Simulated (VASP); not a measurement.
# SrFeSi2O6 (R-3) in VASP: notebook

SrFeSi2O6 is run at these levels: r2SCAN; tasks: single point.

All numbers are computed with VASP 6.6.1; they aren't measurements. Logs are shortened: lines on timing, memory, paths and dates and some standing lists are left out, and cuts for length are marked.

## 1. The cell of the first run

Symmetry: R-3, No. 148, trigonal system. The conventional cell has a = 4.936 Å, b = 4.936 Å, c = 16.750 Å, α = 90.00°, β = 90.00°, γ = 120.00°. Within 3.4 Å of Sr (site symmetry -3) lie 12 O at 2.60 to 3.16 Å and 6 Si at 3.09 Å. Within 1.8 Å of O (site symmetry 1) lie 1 Si at 1.33 Å. Si (site symmetry 3) has 3 O at 1.33 Å within 1.8 Å. Fe (site symmetry -3) has 6 O at 2.10 Å within 2.8 Å.

## 2. Single point, r2SCAN

Input file POSCAR:

```
SrFeSi2O6
1.0
    2.4678988900      4.2745245500      0.0000000000
   -2.4678988900      4.2745245500      0.0000000000
   -2.4678988900      1.4248378900      5.5834449000
Sr O Si Fe
1 6 2 1
Direct
    0.0000000000      0.0000000000      0.0000000000
    0.4600000000      0.2130000000      0.7380000000
    0.3270000000      0.7220000000      0.7380000000
    0.9510000000      0.5890000000      0.7380000000
    0.5400000000      0.7870000000      0.2620000000
    0.6730000000      0.2780000000      0.2620000000
    0.0490000000      0.4110000000      0.2620000000
    0.2620000000      0.4760000000      0.7860000000
    0.7380000000      0.5240000000      0.2140000000
    0.5000000000      0.0000000000      0.5000000000
```

Input file INCAR.step1:

```
PREC     = Accurate       # precision mode
ENCUT    = 520            # plane-wave cutoff, eV
ISMEAR   = -1             # smearing method
SIGMA    = 0.1            # smearing width, eV
LREAL    = F              # projectors in reciprocal space
LASPH    = T              # aspherical terms in the spheres
NELM     = 100            # most SCF steps
NBANDS   = 42             # bands
GGA      = PE             # functional
ALGO     = Normal         # electronic algorithm
EDIFF    = 1E-4           # SCF threshold, eV
LWAVE    = T              # write WAVECAR
LCHARG   = F              # write CHGCAR
```

Input file INCAR.step2:

```
PREC     = Accurate       # precision mode
ENCUT    = 520            # plane-wave cutoff, eV
EDIFF    = 1E-7           # SCF threshold, eV
ISMEAR   = -1             # smearing method
SIGMA    = 0.1            # smearing width, eV
LREAL    = F              # projectors in reciprocal space
LASPH    = T              # aspherical terms in the spheres
NELM     = 100            # most SCF steps
ALGO     = Normal         # electronic algorithm
ISIF     = 2              # what is computed and relaxed
LWAVE    = F              # write WAVECAR
LCHARG   = F              # write CHGCAR
METAGGA  = R2SCAN         # meta-GGA
LMIXTAU  = T            
NBANDS   = 42             # bands
ISTART   = 1
```

Input file KPOINTS:

```
regular mesh
0
Gamma
  5 5 5
```

Potentials or basis: VASP PAW PBE potentials, release 64 (Sr_sv, O, Si, Fe).

Launch:

```sh
cat potpaw_PBE.64/Sr_sv/POTCAR potpaw_PBE.64/O/POTCAR potpaw_PBE.64/Si/POTCAR potpaw_PBE.64/Fe/POTCAR > POTCAR
cp INCAR.step1 INCAR
mpirun -np 1 vasp_std > vasp.out
cp INCAR.step2 INCAR
mpirun -np 1 vasp_std > vasp.out
```

OUTCAR:

```text
PREC = Accurate
   ENCUT = 520
   EDIFF = 1E-7
   ISMEAR = -1
   LREAL = F
   LASPH = T
   NELM = 100
   ISIF = 2
   METAGGA = R2SCAN
   ISTART = 1

 ion  position               nearest neighbor table
   1  0.000  0.000  0.000-   5 2.60   2 2.60   6 2.60   3 2.60   7 2.60   4 2.60   9 3.09   8 3.09
                             9 3.09   8 3.09   8 3.09   9 3.09   4 3.16   7 3.16   6 3.16   3 3.16
   2  0.460  0.213  0.738-   8 1.33  10 2.10   1 2.60   1 3.16
   3  0.327  0.722  0.738-   8 1.33  10 2.10   1 2.60   1 3.16
   4  0.951  0.589  0.738-   8 1.33  10 2.10   1 2.60   1 3.16
   5  0.540  0.787  0.262-   9 1.33  10 2.10   1 2.60   1 3.16
   6  0.673  0.278  0.262-   9 1.33  10 2.10   1 2.60   1 3.16
   7  0.049  0.411  0.262-   9 1.33  10 2.10   1 2.60   1 3.16
   8  0.262  0.476  0.786-   4 1.33   3 1.33   2 1.33   1 3.09   1 3.09   1 3.09
   9  0.738  0.524  0.214-   7 1.33   6 1.33   5 1.33   1 3.09   1 3.09   1 3.09
  10  0.500  0.000  0.500-   2 2.10   5 2.10   4 2.10   7 2.10   6 2.10   3 2.10   1 3.99   1 3.99
                             1 3.99   1 3.99   1 3.99   1 3.99

  LATTYP: Found a trigonal (rhomboedric) cell.
 ALAT       =     6.2686158676
 COS(alpha) =     0.6900144814

  Lattice vectors:

 A1 = (   2.4678988900,   1.4248378900,   5.5834449000)
 A2 = (  -2.4678988900,   1.4248378900,   5.5834449000)
 A3 = (  -0.0000000000,  -2.8496866600,   5.5834449000)

Analysis of symmetry for initial positions (statically):
=====================================================================
 Subroutine PRICEL returns:
 Original cell was already a primitive cell.

 Routine SETGRP: Setting up the symmetry group for a
 trigonal (rhombohedral) supercell.

 Subroutine GETGRP returns: Found  6 space group operations
 (whereof  6 operations were pure point group operations)
 out of a pool of 12 trial point group operations.

The static configuration has the point symmetry S_6 .

Analysis of symmetry for dynamics (positions and initial velocities):
=====================================================================
 Subroutine PRICEL returns:
 Original cell was already a primitive cell.

 Routine SETGRP: Setting up the symmetry group for a
 trigonal (rhombohedral) supercell.

 Subroutine GETGRP returns: Found  6 space group operations
 (whereof  6 operations were pure point group operations)
 out of a pool of 12 trial point group operations.

The dynamic configuration has the point symmetry S_6 .

[... 119 lines left out ...]
   ISYM   =      2    0-nonsym 1-usesym 2-fastsym
   POTIM  = 0.5000    time-step for ionic-motion
   TEBEG  =    0.0;   TEEND  =   0.0 temperature during run
   PSTRESS=    0.0 pullay stress
   NELECT =      62.0000    total number of electrons
   NUPDOWN=      -1.0000    fix difference up-down
   EMIN   =  10.00;   EMAX   =-10.00  energy-range for DOS
   EFERMI =   0.00;   METHOD = LEGACY
   ISMEAR =    -1;   SIGMA  =   0.10  broadening in eV -4-tet -1-fermi 0-gaus
   EFERMI_NEDOS =   21; number of points for ismear=-14 and -15
   IALGO  =     38    algorithm
   IMIX   =      4    mixing-type and parameters
     AMIX     =   0.40;   BMIX     =  1.00
     AMIX_MAG =   1.60;   BMIX_MAG =  1.00
  volume/ion in A,a.u.               =      11.78        79.50
  Fermi-wavevector in a.u.,A,eV,Ry     =   1.321771  2.497785 23.770451  1.747079
  Thomas-Fermi vector in A             =   2.451501
   LORBIT       =      0    0 simple, 1 ext, 2 COOP (PROOUT), +10 PAW based schemes
   METAGGA = R2SCAN    functional components
   LHFCALC =     F    Hartree Fock is set to
   AEXX    =    0.0000 exact exchange contribution
   IVDW    =     0    specifies the selected vdW correction
   LEPSILON=     F    determine dielectric tensor
   LRPA    =     F    only Hartree local field effects (RPA)
 non-spin polarized calculation
  energy-cutoff  :      520.00
  volume of cell :      117.80
 maximum number of plane-waves:      3201
 NGX is ok and might be reduce to    40
   NGX = 19   NGY = 19   NGZ = 23

 number of electron      62.0000005 magnetization

 Free energy of the ion-electron system (eV)
  ---------------------------------------------------
  ext. energy  EPLUGINS =         0.00000000
  ---------------------------------------------------
  free energy    TOTEN  =       -90.59370388 eV

  energy without entropy =      -90.59312611  energy(sigma->0) =      -90.59341500

 E-fermi :   5.4543     XC(G=0): -10.8543

 val. band max:        4.5557557972   @ k =   0.4000   0.0000   0.2000
 cond. band min:       6.2208707367   @ k =   0.0000   0.4000   0.0000
 fundamental gap:      1.6651149395
 Fermi energy:         5.4543021035

 k-point     1 :       0.0000    0.0000    0.0000
  band No.  band energies     occupation
      1     -31.7764      2.00000
      2     -18.8646      2.00000
      3     -18.5873      2.00000
      4     -16.5590      2.00000
      5     -16.5590      2.00000
      6     -16.4747      2.00000
[... 1024 lines left out ...]
     41      12.5630      0.00000
     42      13.0320      0.00000

------------------------ aborting loop because EDIFF is reached ----------------------------------------

  FORCE on cell =-STRESS in cart. coord.  units (eV):
  Direction    XX          YY          ZZ          XY          YZ          ZX
  --------------------------------------------------------------------------------------
  -------------------------------------------------------------------------------------
  Total       85.6365561     85.6364873     -5.7762696      0.0000471      0.0000038      0.0000000
  in kB     1164.7222370   1164.7213022    -78.5616555      0.0006409      0.0000510      0.0000000
  external PRESSURE =     750.2939612 kB  Pullay stress =       0.0000000 kB

 VOLUME and BASIS-vectors are now :
 -----------------------------------------------------------------------------
  energy-cutoff  :      520.00
  volume of cell :      117.80
      direct lattice vectors                 reciprocal lattice vectors
     2.467898890  4.274524550  0.000000000     0.202601493  0.116972074  0.059700376
    -2.467898890  4.274524550  0.000000000    -0.202601493  0.116972074 -0.119400523
    -2.467898890  1.424837890  5.583444900     0.000000000  0.000000000  0.179100899

 POSITION                                       TOTAL-FORCE (eV/Angst)
 -----------------------------------------------------------------------------------
      0.00000      0.00000      0.00000         0.000000     -0.000000      0.000000
     -1.21174      3.92829      4.12058        20.995715     -5.738029     -2.696119
     -2.79613      5.53551      4.12058        -5.528575     21.051832     -2.696119
     -0.92793      7.63430      4.12058       -15.467140    -15.313798     -2.696119
     -1.25616      6.04560      1.46286       -20.995715      5.738029      2.696119
      0.32823      4.43838      1.46286         5.528575    -21.051832      2.696119
     -1.53997      2.33959      1.46286        15.467140     15.313798      2.696119
     -2.46790      4.27452      4.38859         0.000000     -0.000004      6.473651
     -0.00000      5.69937      1.19486         0.000000      0.000004     -6.473651
      0.00000      2.84968      2.79172         0.000000     -0.000000      0.000000
 -----------------------------------------------------------------------------------
    total drift:                               -0.000000      0.000000     -0.000000

  FREE ENERGIE OF THE ION-ELECTRON SYSTEM (eV)
  ---------------------------------------------------
  free  energy   TOTEN  =       -90.5937038765 eV

  energy  without entropy=      -90.5931261139  energy(sigma->0) =      -90.59341500
```

OUTCAR.step1:

```text
PREC = Accurate
   ENCUT = 520
   ISMEAR = -1
   LREAL = F
   LASPH = T
[... 1285 lines left out ...]
     -1.53997      2.33959      1.46286        15.987303     15.804562      3.046852
     -2.46790      4.27452      4.38859        -0.000000     -0.000005      7.437323
     -0.00000      5.69937      1.19486        -0.000000      0.000005     -7.437323
      0.00000      2.84968      2.79172        -0.000000      0.000000      0.000000
 -----------------------------------------------------------------------------------
    total drift:                               -0.000000      0.000000     -0.000000

  FREE ENERGIE OF THE ION-ELECTRON SYSTEM (eV)
  ---------------------------------------------------
  free  energy   TOTEN  =       -54.8850519694 eV

  energy  without entropy=      -54.8329283136  energy(sigma->0) =      -54.85899014
```

It took 5.1 min on 1 thread of Intel Xeon 6975P-C (Granite Rapids), shared host; peak memory 0.36 GiB.

Results:

```
Free energy            : -90.5937 eV
Pressure               : 75.0 GPa
Largest force          : 21.932 eV/Å
Band gap on the k mesh : 1.67 eV (least direct gap 1.67 eV)
```

Forces in eV/Å, atoms in the order of the input:
```
Sr    0.000   0.000   0.000
O    20.996  -5.738  -2.696
O    -5.529  21.052  -2.696
O   -15.467 -15.314  -2.696
O   -20.996   5.738   2.696
O     5.529 -21.052   2.696
O    15.467  15.314   2.696
Si    0.000   0.000   6.474
Si    0.000   0.000  -6.474
Fe    0.000   0.000   0.000
```

Caveat: the stress differs along the axes, from -8 to 116 GPa; the PAW data sets were made with another functional, which shifts forces and pressure a little; the run has no spin polarisation, though such a crystal can be magnetic.

## 3. Single point, r2SCAN

POSCAR is that of step 2.

Input file INCAR.step1:

```
  ALGO = Normal
  EDIFF = 1E-4
  ENCUT = 520
  GGA = PE
  ISMEAR = -5
  LASPH = T
  LCHARG = F
  LREAL = F
  LWAVE = T
  NBANDS = 42
  NELM = 100
  PREC = Accurate
  SIGMA = 0.1
```

Input file INCAR.step2:

```
  ALGO = Normal
  EDIFF = 1E-6
  ENCUT = 520
  ISIF = 2
  ISMEAR = -5
  ISTART = 1
  LASPH = T
  LCHARG = T
  LELF = T
  LMIXTAU = T
  LREAL = F
  LVHAR = T
  LWAVE = F
  METAGGA = R2SCAN
  NBANDS = 42
  NELM = 100
  PREC = Accurate
  SIGMA = 0.1
```

Input file KPOINTS:

```
k-points
0
Gamma
  5 5 5
```

Potentials or basis: VASP PAW PBE potentials, release 64 (Sr_sv, O, Si, Fe).

Launch:

```sh
cat potpaw_PBE.64/Sr_sv/POTCAR potpaw_PBE.64/O/POTCAR potpaw_PBE.64/Si/POTCAR potpaw_PBE.64/Fe/POTCAR > POTCAR
cp INCAR.step1 INCAR
mpirun -np 1 vasp_std > vasp.out
cp INCAR.step2 INCAR
mpirun -np 1 vasp_std > vasp.out
```

OUTCAR:

```text
EDIFF = 1E-6
   ENCUT = 520
   ISIF = 2
   ISMEAR = -5
   ISTART = 1
   LASPH = T
   LREAL = F
   METAGGA = R2SCAN
   NELM = 100
   PREC = Accurate

 ion  position               nearest neighbor table
   1  0.000  0.000  0.000-   5 2.60   2 2.60   6 2.60   3 2.60   7 2.60   4 2.60   9 3.09   8 3.09
                             9 3.09   8 3.09   8 3.09   9 3.09   4 3.16   7 3.16   6 3.16   3 3.16
   2  0.460  0.213  0.738-   8 1.33  10 2.10   1 2.60   1 3.16
   3  0.327  0.722  0.738-   8 1.33  10 2.10   1 2.60   1 3.16
[... 1259 lines left out ...]
  in kB     1164.8539852   1164.8530502    -78.4246854      0.0006419      0.0000509      0.0000000
  external PRESSURE =     750.4274500 kB  Pullay stress =       0.0000000 kB

 VOLUME and BASIS-vectors are now :
 -----------------------------------------------------------------------------
  energy-cutoff  :      520.00
  volume of cell :      117.80
      direct lattice vectors                 reciprocal lattice vectors
     2.467898890  4.274524550  0.000000000     0.202601493  0.116972074  0.059700376
    -2.467898890  4.274524550  0.000000000    -0.202601493  0.116972074 -0.119400523
    -2.467898890  1.424837890  5.583444900     0.000000000  0.000000000  0.179100899

 POSITION                                       TOTAL-FORCE (eV/Angst)
 -----------------------------------------------------------------------------------
      0.00000      0.00000      0.00000         0.000000     -0.000000      0.000000
     -1.21174      3.92829      4.12058        20.995330     -5.738021     -2.695939
     -2.79613      5.53551      4.12058        -5.528389     21.051495     -2.695939
     -0.92793      7.63430      4.12058       -15.466941    -15.313469     -2.695939
     -1.25616      6.04560      1.46286       -20.995330      5.738021      2.695939
      0.32823      4.43838      1.46286         5.528389    -21.051495      2.695939
     -1.53997      2.33959      1.46286        15.466941     15.313469      2.695939
     -2.46790      4.27452      4.38859         0.000000     -0.000004      6.473285
     -0.00000      5.69937      1.19486         0.000000      0.000004     -6.473285
      0.00000      2.84968      2.79172         0.000000     -0.000000      0.000000
 -----------------------------------------------------------------------------------
    total drift:                               -0.000000      0.000000     -0.000000

  FREE ENERGIE OF THE ION-ELECTRON SYSTEM (eV)
  ---------------------------------------------------
  free  energy   TOTEN  =       -90.5936465967 eV

  energy  without entropy=      -90.5936465967  energy(sigma->0) =      -90.59364660
```

It took 4.2 min on 1 thread of Intel Xeon 6975P-C (Granite Rapids), shared host; peak memory 0.36 GiB.

Results:

```
Free energy            : -90.5936 eV
Pressure               : 75.0 GPa
Largest force          : 21.932 eV/Å
Band gap on the k mesh : 1.67 eV (least direct gap 1.67 eV)
```

Forces in eV/Å, atoms in the order of the input:
```
Sr    0.000   0.000   0.000
O    20.995  -5.738  -2.696
O    -5.528  21.051  -2.696
O   -15.467 -15.313  -2.696
O   -20.995   5.738   2.696
O     5.528 -21.051   2.696
O    15.467  15.313   2.696
Si    0.000   0.000   6.473
Si    0.000   0.000  -6.473
Fe    0.000   0.000   0.000
```

Levels at points of the mesh, in eV from the valence-band top:
| k point | band 29 | band 30 | band 31 | band 32 | band 33 | band 34 |
| --- | --- | --- | --- | --- | --- | --- |
| (0.00, 0.00, 0.00) | -0.36 | -0.16 | -0.16 | 1.96 | 2.22 | 2.22 |

Caveat: the stress differs along the axes, from -8 to 116 GPa; the PAW data sets were made with another functional, which shifts forces and pressure a little; the run has no spin polarisation, though such a crystal can be magnetic.
